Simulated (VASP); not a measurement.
Input of a VASP 6.6.1 run:

File POSCAR:

```
Sr
1.0
    4.2453502174      0.0000000000      0.0000000000
   -2.1226751087      3.6765811362      0.0000000000
    0.0000000000      0.0000000000      6.8385000000
Sr
2
Direct
    0.3333333333      0.6666666667      0.2500000000
    0.6666666667      0.3333333333      0.7500000000
```

Contents of INCAR.step1:

```
SYSTEM = Sr
PREC = Accurate
ENCUT = 520
ISMEAR = 0
SIGMA = 0.15
LREAL = .False.
LASPH = .True.
NELM = 80
NBANDS = 17
GGA = PE
ALGO = Normal
EDIFF = 1E-4
LWAVE = .True.
LCHARG = .False.
```

File INCAR.step2:

```
SYSTEM = Sr
PREC = Accurate
ENCUT = 520
EDIFF = 1E-6
ISMEAR = 0
SIGMA = 0.15
LREAL = .False.
LASPH = .True.
NELM = 80
ALGO = Normal
ISIF = 2
LWAVE = .False.
LCHARG = .False.
METAGGA = R2SCAN
LMIXTAU = .True.
NBANDS = 17
ISTART = 1
```

KPOINTS

```
Automatic mesh
0
Gamma
  12 12 8
  0 0 0
```

Potentials or basis: VASP PAW PBE potentials, release 64 (Sr_sv).

The run is started by

```console
$ cat potpaw_PBE.64/Sr_sv/POTCAR > POTCAR
$ cp INCAR.step1 INCAR
$ mpirun -np 1 vasp_std > vasp.out
$ cp INCAR.step2 INCAR
$ mpirun -np 1 vasp_std > vasp.out
```

Problem. Estimate the band gap on the k mesh.

Solution. Zero (bands 10 and 11 overlap by 0.39 eV).

Problem. What does it give for the pressure?

Solution. 0.9 GPa.

Stress tensor (GPa, compression positive):
```
0.73 0.00 0.00
0.00 0.73 0.00
0.00 0.00 1.35
```

Caveat: the cell differs from its parent crystal (strain -0.015 along x and y, -0.030 along z); the PAW data sets were made with another functional, which shifts forces and pressure a little.
